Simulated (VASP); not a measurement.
Set up this calculation in VASP 6.6.1, as the native input.

```yaml
Task: single point
Functional: LDA
Potentials_or_basis: VASP PAW LDA potentials, release 64 (Zn, S)
Cutoff: 520 eV
k_mesh: 12 × 12 × 12
Occupations: fermi-dirac, width 0.05 eV
Spin: no spin polarisation
Dipole_correction: no
Further_INCAR_settings: ALGO = Normal; EDIFF = 1e-06; NBANDS = 16
```

The structure of ZnS (zincblende type) lies in POSCAR:

```
ZnS
1.0
    0.0000000000      2.6483983756      2.6483983756
    2.6483983756      0.0000000000      2.6483983756
    2.6483983756      2.6483983756      0.0000000000
Zn S
1 1
Direct
    0.0000000000      0.0000000000      0.0000000000
    0.2500000000      0.2500000000      0.2500000000
```

One way to write it, as run:

INCAR

```
ALGO = Normal
EDIFF = 1E-6
ENCUT = 520
ISIF = 2
ISMEAR = -1
LASPH = True
LCHARG = False
LREAL = False
LWAVE = False
NBANDS = 16
NELM = 60
PREC = Accurate
SIGMA = 0.05
```

KPOINTS

```
k-points
0
Gamma
  12 12 12
```

Potentials or basis: VASP PAW LDA potentials, release 64 (Zn, S).

Run with:

```bash
$ cat potpaw_LDA.64/Zn/POTCAR potpaw_LDA.64/S/POTCAR > POTCAR
$ mpirun -np 1 vasp_std > vasp.out
```

Results of the run:

The pressure is 0.2 GPa. The band gap on the k mesh is 2.16 eV, direct.

Wall time 18 s on 1 thread of AMD EPYC 9R45 96-Core Processor (Zen 5), on a shared host, peak memory 0.13 GiB.
